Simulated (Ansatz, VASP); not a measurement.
# Al4Cu in VASP and in Ansatz

```xyz
5
Lattice="-2.8453 2.8453 2.8453 2.8453 -2.8453 2.8453 2.8453 2.8453 -2.8453" Properties=species:S:1:pos:R:3 pbc="T T T"
Al    1.4211    1.4211    1.4211
Al   -1.4242    1.4242    1.4242
Al    1.4242    1.4242   -1.4242
Al    1.4242   -1.4242    1.4242
Cu    0.0000    0.0000    0.0000
```

Change from the starting cell: species swapped into the GeF4 type (I-43m, No. 217).

Alike in both runs: functional PBE; k mesh 4 × 4 × 4; occupations gaussian, width 0.1 eV; no spin polarisation.

Ansatz relaxed the structure, and its values are those at the end. VASP's run is a single point on that final structure, the one shown.

|  | VASP | Ansatz |
| --- | --- | --- |
| version | VASP 6.6.1 | Ansatz 0.2.0 |
| potentials or method | VASP PAW PBE potentials, release 64 (Al, Cu), cutoff 520 eV | scalar-relativistic, plane waves, PAW |
| valence electrons in the cell | 23 | 31 |

|  | VASP | Ansatz | Ansatz less VASP |
| --- | --- | --- | --- |
| gap on the k mesh at the Fermi level (eV) | none | none | - |
| pressure (GPa) | 0.3 | 0.2 | -0.07 |
| rms of the force components (eV/Å) | 0.010 | 0.010 | 0.0000 |

A gap of «none» marks a metal or a gap that the smearing closes. The functional is the same, so the differences come from potentials, cutoffs and numerics. VASP's potentials hold 23 valence electrons a cell and Ansatz's 31, so a difference there can come from the potentials and not from the codes.

The k mesh is coarse, so the values compare programs but aren't converged.
